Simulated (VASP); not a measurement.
# Mg3BeS (P4mm) in VASP: single point with PBE

Aim: the single point of Mg3BeS with PBE.

Program: VASP 6.6.1. These are calculated values, not measurements. Logs are shortened: lines on timing, memory, paths and dates and some standing lists are left out, and cuts for length are marked.

### 1 The cell of the first run

Symmetry: P4mm, No. 99, tetragonal system. Conventional cell: a = 3.689 Å, b = 3.689 Å, c = 6.356 Å, α = 90.00°, β = 90.00°, γ = 90.00°. Within 2.7 Å of Mg (site symmetry 2mm) lie 6 Mg at 1.85 to 2.61 Å and 2 S at 2.53 Å. Mg (site symmetry 4mm) has 1 S at 1.63 Å and 4 Mg at 1.85 Å within 2.2 Å. Within 2.4 Å of Be (site symmetry 4mm) lie 1 S at 1.80 Å. S (site symmetry 4mm) has 1 Mg at 1.63 Å and 1 Be at 1.80 Å within 2.2 Å.

The cell was generated, and may not be a known phase.

### 2 Single point, PBE

File INCAR:

```
SYSTEM = Mg3BeS
PREC     = Accurate       ! precision mode
ENCUT    = 840            ! plane-wave cutoff, eV
EDIFF    = 1E-6           ! SCF threshold, eV
ISMEAR   = 0              ! smearing method
SIGMA    = 0.1            ! smearing width, eV
LREAL    = .FALSE.        ! projectors in reciprocal space
LASPH    = .TRUE.         ! aspherical terms in the spheres
NELM     = 120            ! most SCF steps
ALGO     = Normal         ! electronic algorithm
ISIF     = 2              ! what is computed and relaxed
LWAVE    = .FALSE.        ! write WAVECAR
LCHARG   = .FALSE.        ! write CHGCAR
GGA      = PE             ! functional
NBANDS   = 27             ! bands
GGA_COMPAT= .FALSE.
```

File KPOINTS:

```
regular mesh
0
G
  6 6 4
  0 0 0
```

File POSCAR:

```
Mg3BeS
1.0
    3.6889557400      0.0000000000      0.0000000000
    0.0000000000      3.6889557400      0.0000000000
    0.0000000000      0.0000000000      6.3557934700
Mg Be S
3 1 1
Direct
    0.5000000000      0.0000000000      0.7940049000
    0.0000000000      0.5000000000      0.7940049000
    0.5000000000      0.5000000000      0.8094110600
    0.5000000000      0.5000000000      0.3489170500
    0.5000000000      0.5000000000      0.0659142400
```

Potentials or basis: VASP PAW PBE potentials, release 64 (Mg_sv, Be, S).

On the command line:

```console
cat potpaw_PBE.64/Mg_sv/POTCAR potpaw_PBE.64/Be/POTCAR potpaw_PBE.64/S/POTCAR > POTCAR
mpirun -np 1 vasp_std > vasp.out
```

OUTCAR:

```text
SYSTEM = Mg3BeS
   PREC = Accurate
   ENCUT = 840
   EDIFF = 1E-6
   ISMEAR = 0
   LREAL = .FALSE.
   LASPH = .TRUE.
   NELM = 120
   ISIF = 2
   GGA = PE

 ion  position               nearest neighbor table
   1  0.500  0.000  0.794-   3 1.85   3 1.85   5 2.53   5 2.53
   2  0.000  0.500  0.794-   3 1.85   3 1.85   5 2.53   5 2.53
   3  0.500  0.500  0.809-   5 1.63   2 1.85   1 1.85   1 1.85   2 1.85
   4  0.500  0.500  0.349-   5 1.80
   5  0.500  0.500  0.066-   3 1.63   4 1.80   1 2.53   2 2.53   1 2.53   2 2.53

  LATTYP: Found a simple tetragonal cell.
 ALAT       =     3.6889557400
 C/A-ratio  =     1.7229248378

  Lattice vectors:

 A1 = (   3.6889557400,   0.0000000000,   0.0000000000)
 A2 = (   0.0000000000,   3.6889557400,   0.0000000000)
 A3 = (   0.0000000000,   0.0000000000,   6.3557934700)

Analysis of symmetry for initial positions (statically):
=====================================================================
 Subroutine PRICEL returns:
 Original cell was already a primitive cell.

 Routine SETGRP: Setting up the symmetry group for a
 simple tetragonal supercell.

 Subroutine GETGRP returns: Found  8 space group operations
 (whereof  8 operations were pure point group operations)
 out of a pool of 16 trial point group operations.

The static configuration has the point symmetry C_4v.

Analysis of symmetry for dynamics (positions and initial velocities):
=====================================================================
 Subroutine PRICEL returns:
 Original cell was already a primitive cell.

 Routine SETGRP: Setting up the symmetry group for a
 simple tetragonal supercell.

 Subroutine GETGRP returns: Found  8 space group operations
 (whereof  8 operations were pure point group operations)
 out of a pool of 16 trial point group operations.

The dynamic configuration has the point symmetry C_4v.

 Subroutine INISYM returns: Found  8 space group operations
 (whereof  8 operations are pure point group operations),
 and found     1 'primitive' translations

----------------------------------------------------------------------------------------

                                     Primitive cell

  volume of cell :      86.4921
[... 92 lines left out ...]
   LASPH  =      T    aspherical Exc in radial PAW
   ENCUT  =  840.0 eV  61.74 Ry    7.86 a.u.   8.72  8.72 15.02*2*pi/ulx,y,z
   NELM   =    120;   NELMIN=  2; NELMDL= -5     # of ELM steps
   EDIFF  = 0.1E-05   stopping-criterion for ELM
   LREAL  =      F    real-space projection
   EDIFFG = 0.1E-04   stopping-criterion for IOM
   NSW    =      0    number of steps for IOM
   IBRION =     -1    ionic relax: 0-MD 1-quasi-New 2-CG
   NFREE  =      0    steps in history (QN), initial steepest desc. (CG)
   ISIF   =      2    stress and relaxation
   ISYM   =      2    0-nonsym 1-usesym 2-fastsym
   POTIM  = 0.5000    time-step for ionic-motion
   TEBEG  =    0.0;   TEEND  =   0.0 temperature during run
   PSTRESS=    0.0 pullay stress
   NELECT =      38.0000    total number of electrons
   NUPDOWN=      -1.0000    fix difference up-down
   EMIN   =  10.00;   EMAX   =-10.00  energy-range for DOS
   EFERMI =   0.00;   METHOD = LEGACY
   ISMEAR =     0;   SIGMA  =   0.10  broadening in eV -4-tet -1-fermi 0-gaus
   EFERMI_NEDOS =   21; number of points for ismear=-14 and -15
   IALGO  =     38    algorithm
   IMIX   =      4    mixing-type and parameters
     AMIX     =   0.40;   BMIX     =  1.00
     AMIX_MAG =   1.60;   BMIX_MAG =  1.00
  volume/ion in A,a.u.               =      17.30       116.74
  Fermi-wavevector in a.u.,A,eV,Ry     =   1.244545  2.351848 21.073946  1.548891
  Thomas-Fermi vector in A             =   2.378807
   LORBIT       =      0    0 simple, 1 ext, 2 COOP (PROOUT), +10 PAW based schemes
   GGA     = PE    functional components
   LHFCALC =     F    Hartree Fock is set to
   AEXX    =    0.0000 exact exchange contribution
   IVDW    =     0    specifies the selected vdW correction
   LEPSILON=     F    determine dielectric tensor
   LRPA    =     F    only Hartree local field effects (RPA)
 non-spin polarized calculation
 Gauss-broadening in eV      SIGMA  =   0.10
  energy-cutoff  :      840.00
  volume of cell :       86.49
 maximum number of plane-waves:      4810
 NGX is ok and might be reduce to    36
   NGX = 17   NGY = 17   NGZ = 31

 number of electron      38.0000028 magnetization

 Free energy of the ion-electron system (eV)
  ---------------------------------------------------
  ext. energy  EPLUGINS =         0.00000000
  ---------------------------------------------------
  free energy    TOTEN  =         9.90017042 eV

  energy without entropy =        9.91445792  energy(sigma->0) =        9.90731417

 E-fermi :   4.1899     XC(G=0):  -9.0095

 val. band max:        4.1793621453   @ k =   0.1667   0.1667   0.5000
 cond. band min:       4.1906123931   @ k =   0.5000   0.0000   0.2500
 fundamental gap:      0.0112502478
 Fermi energy:         4.1899482860

 k-point     1 :       0.0000    0.0000    0.0000
  band No.  band energies     occupation
      1     -75.5683      2.00000
      2     -73.6373      2.00000
      3     -73.5913      2.00000
      4     -42.8709      2.00000
      5     -42.8709      2.00000
      6     -42.2579      2.00000
[... 709 lines left out ...]
     26      10.3491      0.00000
     27      10.9483      0.00000

 [... further k-points ...]

------------------------ aborting loop because EDIFF is reached ----------------------------------------

  FORCE on cell =-STRESS in cart. coord.  units (eV):
  Direction    XX          YY          ZZ          XY          YZ          ZX
  --------------------------------------------------------------------------------------
  -------------------------------------------------------------------------------------
  Total       39.2384134     39.2384134     43.2828376      0.0000000     -0.0000000      0.0000000
  in kB      726.8509380    726.8509380    801.7697046      0.0000000     -0.0000000      0.0000000
  external PRESSURE =     751.8238602 kB  Pullay stress =       0.0000000 kB

 VOLUME and BASIS-vectors are now :
 -----------------------------------------------------------------------------
  energy-cutoff  :      840.00
  volume of cell :       86.49
      direct lattice vectors                 reciprocal lattice vectors
     3.688955740  0.000000000  0.000000000     0.271079425  0.000000000  0.000000000
     0.000000000  3.688955740  0.000000000     0.000000000  0.271079425  0.000000000
     0.000000000  0.000000000  6.355793470     0.000000000  0.000000000  0.157336768

 POSITION                                       TOTAL-FORCE (eV/Angst)
 -----------------------------------------------------------------------------------
      1.84448      0.00000      5.04653         0.000000     -0.000000     -1.904414
      0.00000      1.84448      5.04653        -0.000000     -0.000000     -1.904414
      1.84448      1.84448      5.14445        -0.000000     -0.000000    -23.575842
      1.84448      1.84448      2.21764        -0.000000      0.000000      4.291742
      1.84448      1.84448      0.41894        -0.000000      0.000000     23.092928
 -----------------------------------------------------------------------------------
    total drift:                                0.000000      0.000000      0.008295

  FREE ENERGIE OF THE ION-ELECTRON SYSTEM (eV)
  ---------------------------------------------------
  free  energy   TOTEN  =         9.9001704190 eV

  energy  without entropy=        9.9144579236  energy(sigma->0) =        9.90731417
```

Run time: 68 s. Hardware: 1 thread of Intel Xeon Platinum 8488C (Sapphire Rapids), shared host; peak memory 0.32 GiB.

Results:

| Item | Value |
| --- | --- |
| Free energy | 9.9002 eV |
| Pressure | 75.2 GPa |
| Largest force | 23.576 eV/Å |
| Band gap on the k mesh | zero (bands 19 and 20 overlap by 3.18 eV) |

Forces in eV/Å, atoms in the order of the input:
```
Mg    0.000   0.000  -1.904
Mg    0.000   0.000  -1.904
Mg    0.000   0.000 -23.576
Be    0.000   0.000   4.292
S     0.000   0.000  23.093
```

Stress tensor (GPa, compression positive):
```
72.69  0.00  0.00
 0.00 72.69  0.00
 0.00  0.00 80.18
```

Caveat: atoms lie so close that the PAW spheres overlap strongly, which falsifies energies and pressures; the stress differs along the axes, from 73 to 80 GPa; forces of over 1 eV/Å act on the atoms, so gaps and moduli don't describe the material at rest.
